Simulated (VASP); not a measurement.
# ZnS (Pmn2_1) in VASP: single point with r2SCAN

Aim: the single point of ZnS with r2SCAN.

Program: VASP 6.6.1. These are calculated values, not measurements. Logs are shortened: lines on timing, memory, paths and dates and some standing lists are left out, and cuts for length are marked.

## Step 1: The cell of the first run

The structure is orthorhombic, space group Pmn2_1 (No. 31). The conventional cell has a = 3.811 Å, b = 11.682 Å, c = 5.389 Å, α = 90.00°, β = 90.00°, γ = 90.00°. Zn (site symmetry m) has 4 S at 2.33 Å within 3.1 Å. Zn (site symmetry m) has 4 S at 2.33 Å within 3.1 Å. Within 3.1 Å of Zn (site symmetry m) lie 4 S at 2.33 to 2.54 Å. Within 3.1 Å of S (site symmetry m) lie 4 Zn at 2.33 Å. Within 3.1 Å of S (site symmetry m) lie 4 Zn at 2.33 Å. S (site symmetry m) has 4 Zn at 2.33 to 2.54 Å within 3.1 Å.

## Step 2: Single point, r2SCAN (the distance across one plane changed)

Input file POSCAR:

```
ZnS
1.0
    5.3890263863      0.0000000000      0.0000000000
    0.0000000000      2.6945131931     -2.6945131931
    0.0000000000      8.2603162747      8.2603162747
Zn S
6 6
Direct
    0.0000000000      0.0000000000      0.2446335106
    0.5000000000      0.5000000000      0.4077333910
    0.0000000000      0.0000000000      0.5708332715
    0.5000000000      0.5000000000      0.7339331519
    0.0000000000      0.0000000000      0.8970330323
    0.5000000000      0.5000000000      0.0815336302
    0.7500000000      0.0000000000      0.4077333910
    0.2500000000      0.5000000000      0.5708332715
    0.7500000000      0.0000000000      0.7339331519
    0.2500000000      0.5000000000      0.8970330323
    0.7500000000      0.0000000000      0.0815336302
    0.2500000000      0.5000000000      0.2446335106
```

Input file INCAR.step1:

```
SYSTEM = ZnS
PREC = Accurate
ENCUT = 520
ISMEAR = 0
SIGMA = 0.05
LREAL = .FALSE.
LASPH = .TRUE.
NELM = 80
NBANDS = 66
GGA = PE
ALGO = Normal
EDIFF = 1E-4
LWAVE = .TRUE.
LCHARG = .FALSE.
```

Input file INCAR.step2:

```
SYSTEM = ZnS
PREC = Accurate
ENCUT = 520
EDIFF = 1E-7
ISMEAR = 0
SIGMA = 0.05
LREAL = .FALSE.
LASPH = .TRUE.
NELM = 80
ALGO = Normal
ISIF = 2
LWAVE = .FALSE.
LCHARG = .TRUE.
METAGGA = R2SCAN
LMIXTAU = .TRUE.
LELF = .TRUE.
LVHAR = .TRUE.
NBANDS = 66
ISTART = 1
```

Input file KPOINTS:

```
Automatic mesh
0
G
  4 6 2
  0 0 0
```

Potentials or basis: VASP PAW PBE potentials, release 64 (Zn, S).

Command:

```console
> cat potpaw_PBE.64/Zn/POTCAR potpaw_PBE.64/S/POTCAR > POTCAR
> cp INCAR.step1 INCAR
> mpirun -np 1 vasp_std > vasp.out
> cp INCAR.step2 INCAR
> mpirun -np 1 vasp_std > vasp.out
```

OUTCAR:

```text
SYSTEM = ZnS
   PREC = Accurate
   ENCUT = 520
   EDIFF = 1E-7
   ISMEAR = 0
   LREAL = .FALSE.
   LASPH = .TRUE.
   NELM = 80
   ISIF = 2
   METAGGA = R2SCAN
   ISTART = 1

 ion  position               nearest neighbor table
   1  0.000  0.000  0.245-   7 2.33  11 2.33  12 2.33  12 2.33
   2  0.500  0.500  0.408-  12 2.33   7 2.33   7 2.33   8 2.33
   3  0.000  0.000  0.571-   9 2.33   8 2.33   8 2.33   7 2.33
   4  0.500  0.500  0.734-   8 2.33  10 2.33   9 2.33   9 2.33
   5  0.000  0.000  0.897-   9 2.33  10 2.33  10 2.33  11 2.54
   6  0.500  0.500  0.082-  12 2.33  11 2.33  11 2.33  10 2.54
   7  0.750  0.000  0.408-   1 2.33   2 2.33   2 2.33   3 2.33
   8  0.250  0.500  0.571-   4 2.33   3 2.33   3 2.33   2 2.33
   9  0.750  0.000  0.734-   3 2.33   5 2.33   4 2.33   4 2.33
  10  0.250  0.500  0.897-   4 2.33   5 2.33   5 2.33   6 2.54
  11  0.750  0.000  0.082-   1 2.33   6 2.33   6 2.33   5 2.54
  12  0.250  0.500  0.245-   2 2.33   6 2.33   1 2.33   1 2.33

  LATTYP: Found a simple orthorhombic cell.
 ALAT       =     3.8106171017
 B/A-ratio  =     1.4142135624
 C/A-ratio  =     3.0656061718

  Lattice vectors:

 A1 = (   0.0000000000,  -2.6945131931,   2.6945131931)
 A2 = (   5.3890263863,   0.0000000000,   0.0000000000)
 A3 = (   0.0000000000,   8.2603162747,   8.2603162747)

Analysis of symmetry for initial positions (statically):
=====================================================================
 Subroutine PRICEL returns:
 Original cell was already a primitive cell.

 Routine SETGRP: Setting up the symmetry group for a
 simple orthorhombic supercell.

 Subroutine GETGRP returns: Found  4 space group operations
 (whereof  2 operations were pure point group operations)
 out of a pool of  8 trial point group operations.

The static configuration has the point symmetry C_1h.
 The point group associated with its full space group is C_2v.

Analysis of symmetry for dynamics (positions and initial velocities):
=====================================================================
 Subroutine PRICEL returns:
 Original cell was already a primitive cell.

 Routine SETGRP: Setting up the symmetry group for a
 simple orthorhombic supercell.

 Subroutine GETGRP returns: Found  4 space group operations
 (whereof  2 operations were pure point group operations)
 out of a pool of  8 trial point group operations.

The dynamic configuration has the point symmetry C_1h.
 The point group associated with its full space group is C_2v.

 Subroutine INISYM returns: Found  4 space group operations
 (whereof  2 operations are pure point group operations),
 and found     1 'primitive' translations

----------------------------------------------------------------------------------------

                                     Primitive cell

  volume of cell :     239.8928

  direct lattice vectors                    reciprocal lattice vectors
     5.389026386  0.000000000  0.000000000     0.185562276  0.000000000  0.000000000
     0.000000000  2.694513193 -2.694513193     0.000000000  0.185562276 -0.185562276
     0.000000000  8.260316275  8.260316275     0.000000000  0.060530370  0.060530370

  length of vectors
     5.389026386  3.810617102 11.681851305     0.185562276  0.262424687  0.085602870

  position of ions in fractional coordinates (direct lattice)
     0.000000000  0.000000000  0.244633511
     0.500000000  0.500000000  0.407733391
     0.000000000  0.000000000  0.570833271
     0.500000000  0.500000000  0.733933152
     0.000000000  0.000000000  0.897033032
     0.500000000  0.500000000  0.081533630
     0.750000000  0.000000000  0.407733391
     0.250000000  0.500000000  0.570833271
     0.750000000  0.000000000  0.733933152
     0.250000000  0.500000000  0.897033032
     0.750000000  0.000000000  0.081533630
     0.250000000  0.500000000  0.244633511

  ion indices of the primitive-cell ions
   primitive index   ion index
                 1           1
                 2           2
                 3           3
                 4           4
                 5           5
                 6           6
                 7           7
                 8           8
                 9           9
                10          10
                11          11
                12          12

----------------------------------------------------------------------------------------

 KPOINTS: Automatic mesh

Automatic generation of k-mesh.
 Grid dimensions read from file:
 generate k-points for:    4    6    2

 Generating k-lattice:

  Cartesian coordinates                     Fractional coordinates (reciprocal lattice)
     0.046390569  0.000000000  0.000000000     0.250000000  0.000000000  0.000000000
     0.000000000  0.030927046 -0.030927046     0.000000000  0.166666667  0.000000000
     0.000000000  0.030265185  0.030265185     0.000000000  0.000000000  0.500000000

  Length of vectors
     0.046390569  0.043737448  0.042801435

  Shift w.r.t. Gamma in fractional coordinates (k-lattice)
     0.000000000  0.000000000  0.000000000

 Subroutine IBZKPT returns following result:
 ===========================================

 Found     24 irreducible k-points:

 Following reciprocal coordinates:
            Coordinates               Weight
  0.000000  0.000000  0.000000      1.000000
  0.250000  0.000000  0.000000      2.000000
  0.500000  0.000000  0.000000      1.000000
  0.000000  0.166667  0.000000      2.000000
  0.250000  0.166667  0.000000      4.000000
  0.500000  0.166667  0.000000      2.000000
[... 16 lines left out ...]
  0.250000  0.500000  0.500000      2.000000
  0.500000  0.500000  0.500000      1.000000
   k-points           NKPTS =     24   k-points in BZ     NKDIM =     24   number of bands    NBANDS=     66
   number of dos      NEDOS =    301   number of ions     NIONS =     12
   total plane-waves  NPLWV = 100800
   dimension x,y,z NGX =    40 NGY =   28 NGZ =   90
   dimension x,y,z NGXF=    80 NGYF=   56 NGZF=  180
   ions per type =               6   6
   NGX,Y,Z   is equivalent  to a cutoff of  12.34, 12.22, 12.81 a.u.
   NGXF,Y,Z  is equivalent  to a cutoff of  24.68, 24.43, 25.62 a.u.
 SYSTEM =  ZnS
   PREC   = accura    normal or accurate (medium, high low for compatibility)
   ISTART =      1    job   : 0-new  1-cont  2-samecut
   ICHARG =      0    charge: 1-file 2-atom 10-const
   ISPIN  =      1    spin polarized calculation?
   LNONCOLLINEAR =      F non collinear calculations
   LSORBIT =      F    spin-orbit coupling
   LASPH  =      T    aspherical Exc in radial PAW
   ENCUT  =  520.0 eV  38.22 Ry    6.18 a.u.  10.02  7.09 21.72*2*pi/ulx,y,z
   NELM   =     80;   NELMIN=  2; NELMDL=  0     # of ELM steps
   EDIFF  = 0.1E-06   stopping-criterion for ELM
   LREAL  =      F    real-space projection
   EDIFFG = 0.1E-05   stopping-criterion for IOM
   NSW    =      0    number of steps for IOM
   IBRION =     -1    ionic relax: 0-MD 1-quasi-New 2-CG
   NFREE  =      0    steps in history (QN), initial steepest desc. (CG)
   ISIF   =      2    stress and relaxation
   ISYM   =      2    0-nonsym 1-usesym 2-fastsym
   POTIM  = 0.5000    time-step for ionic-motion
   TEBEG  =    0.0;   TEEND  =   0.0 temperature during run
   PSTRESS=    0.0 pullay stress
   NELECT =     108.0000    total number of electrons
   NUPDOWN=      -1.0000    fix difference up-down
   EMIN   =  10.00;   EMAX   =-10.00  energy-range for DOS
   EFERMI =   0.00;   METHOD = LEGACY
   ISMEAR =     0;   SIGMA  =   0.05  broadening in eV -4-tet -1-fermi 0-gaus
   EFERMI_NEDOS =   21; number of points for ismear=-14 and -15
   IALGO  =     38    algorithm
   IMIX   =      4    mixing-type and parameters
     AMIX     =   0.40;   BMIX     =  1.00
     AMIX_MAG =   1.60;   BMIX_MAG =  1.00
  volume/ion in A,a.u.               =      19.99       134.91
  Fermi-wavevector in a.u.,A,eV,Ry     =   1.254711  2.371060 21.419642  1.574299
  Thomas-Fermi vector in A             =   2.388503
   LORBIT       =      0    0 simple, 1 ext, 2 COOP (PROOUT), +10 PAW based schemes
   METAGGA = R2SCAN    functional components
   LHFCALC =     F    Hartree Fock is set to
   AEXX    =    0.0000 exact exchange contribution
   IVDW    =     0    specifies the selected vdW correction
   LEPSILON=     F    determine dielectric tensor
   LRPA    =     F    only Hartree local field effects (RPA)
 non-spin polarized calculation
 Gauss-broadening in eV      SIGMA  =   0.05
  energy-cutoff  :      520.00
  volume of cell :      239.89
 maximum number of plane-waves:      6512
   NGX = 21   NGY = 15   NGZ = 43

 number of electron     108.0000026 magnetization

 Free energy of the ion-electron system (eV)
  ---------------------------------------------------
  ext. energy  EPLUGINS =         0.00000000
  ---------------------------------------------------
  free energy    TOTEN  =      -112.99459733 eV

  energy without entropy =     -112.99459733  energy(sigma->0) =     -112.99459733

 E-fermi :   1.9839     XC(G=0): -10.2135

 val. band max:        1.7344016776   @ k =   0.0000   0.0000   0.0000
 cond. band min:       4.3098421640   @ k =   0.0000   0.0000   0.0000
 fundamental gap:      2.5754404864
 Fermi energy:         1.9839258497

 k-point     1 :       0.0000    0.0000    0.0000
  band No.  band energies     occupation
      1     -11.9278      2.00000
      2     -11.4958      2.00000
      3     -11.3080      2.00000
      4     -10.7776      2.00000
      5     -10.7516      2.00000
      6     -10.5865      2.00000
[... 58 lines left out ...]
     65       8.6381      0.00000
     66       8.6876      0.00000

 k-point     2 :       0.2500    0.0000    0.0000
  band No.  band energies     occupation
      1     -11.7714      2.00000
      2     -11.3936      2.00000
      3     -11.2212      2.00000
      4     -10.9333      2.00000
      5     -10.8511      2.00000
      6     -10.7245      2.00000
[... 1576 lines left out ...]
     65       8.4871      0.00000
     66       8.4872      0.00000

------------------------ aborting loop because EDIFF is reached ----------------------------------------

  FORCE on cell =-STRESS in cart. coord.  units (eV):
  Direction    XX          YY          ZZ          XY          YZ          ZX
  --------------------------------------------------------------------------------------
  -------------------------------------------------------------------------------------
  Total       -1.2118125     -1.9725913     -1.9725913      0.0000000     -1.6768496      0.0000000
  in kB       -8.0933573    -13.1743864    -13.1743864      0.0000000    -11.1992105      0.0000000
  external PRESSURE =     -11.4807100 kB  Pullay stress =       0.0000000 kB

 VOLUME and BASIS-vectors are now :
 -----------------------------------------------------------------------------
  energy-cutoff  :      520.00
  volume of cell :      239.89
      direct lattice vectors                 reciprocal lattice vectors
     5.389026386  0.000000000  0.000000000     0.185562276  0.000000000  0.000000000
     0.000000000  2.694513193 -2.694513193     0.000000000  0.185562276 -0.185562276
     0.000000000  8.260316275  8.260316275     0.000000000  0.060530370  0.060530370

 POSITION                                       TOTAL-FORCE (eV/Angst)
 -----------------------------------------------------------------------------------
      0.00000      2.02075      2.02075        -0.030227     -0.035541     -0.035541
      2.69451      4.71526      2.02075         0.018771     -0.005313     -0.005313
      0.00000      4.71526      4.71526         0.018771      0.005313      0.005313
      2.69451      7.40978      4.71526        -0.030227      0.035541      0.035541
      0.00000      7.40978      7.40978        -0.102222      0.278450      0.278450
      2.69451      2.02075     -0.67376        -0.102222     -0.278450     -0.278450
      4.04177      3.36801      3.36801        -0.003042      0.018890      0.018890
      1.34726      6.06252      3.36801        -0.003042     -0.018890     -0.018890
      4.04177      6.06252      6.06252        -0.056178      0.098762      0.098762
      1.34726      8.75703      6.06252         0.172898      0.553853      0.553853
      4.04177      0.67349      0.67349         0.172898     -0.553853     -0.553853
      1.34726      3.36801      0.67349        -0.056178     -0.098762     -0.098762
 -----------------------------------------------------------------------------------
    total drift:                               -0.024864     -0.000584     -0.000584

  FREE ENERGIE OF THE ION-ELECTRON SYSTEM (eV)
  ---------------------------------------------------
  free  energy   TOTEN  =      -112.9945973297 eV

  energy  without entropy=     -112.9945973297  energy(sigma->0) =     -112.99459733
```

It took 32 min on 1 thread of Intel Xeon 8259CL, shared host; peak memory 0.52 GiB.

What came out:

```yaml
Free_energy: -112.9946 eV
Pressure: -1.1 GPa
Largest_force: 0.802 eV/Å
Band_gap_on_the_k_mesh: 2.58 eV
```

Forces in eV/Å, atoms in the order of the input:
```
Zn  -0.030 -0.036 -0.036
Zn   0.019 -0.005 -0.005
Zn   0.019  0.005  0.005
Zn  -0.030  0.036  0.036
Zn  -0.102  0.278  0.278
Zn  -0.102 -0.278 -0.278
S   -0.003  0.019  0.019
S   -0.003 -0.019 -0.019
S   -0.056  0.099  0.099
S    0.173  0.554  0.554
S    0.173 -0.554 -0.554
S   -0.056 -0.099 -0.099
```

Stress tensor (GPa, compression positive):
```
-0.81  0.00  0.00
 0.00 -1.32 -1.12
 0.00 -1.12 -1.32
```

Levels at points of the mesh, in eV from the valence-band top:
```csv
k point,band 52,band 53,band 54,band 55,band 56,band 57
"(0.00, 0.00, 0.00)",-0.07,-0.01,0.00,2.58,3.64,4.37
"(0.50, 0.00, 0.00)",-0.89,-0.89,-0.89,4.15,4.15,4.26
"(0.00, 0.50, 0.00)",-2.05,-0.99,-0.99,4.25,4.25,4.31
"(0.50, 0.50, 0.00)",-0.97,-0.88,-0.88,3.67,3.67,5.66
"(0.00, 0.00, 0.50)",-0.40,-0.09,-0.09,3.51,3.59,4.17
"(0.50, 0.00, 0.50)",-0.85,-0.81,-0.81,3.82,3.82,4.81
"(0.00, 0.50, 0.50)",-1.62,-1.46,-1.46,3.74,3.74,4.49
"(0.50, 0.50, 0.50)",-1.19,-1.16,-1.16,4.47,4.47,4.72
```

Caveat: the cell differs from its parent crystal (the distance across one plane changed); the PAW data sets were made with another functional, which shifts forces and pressure a little.
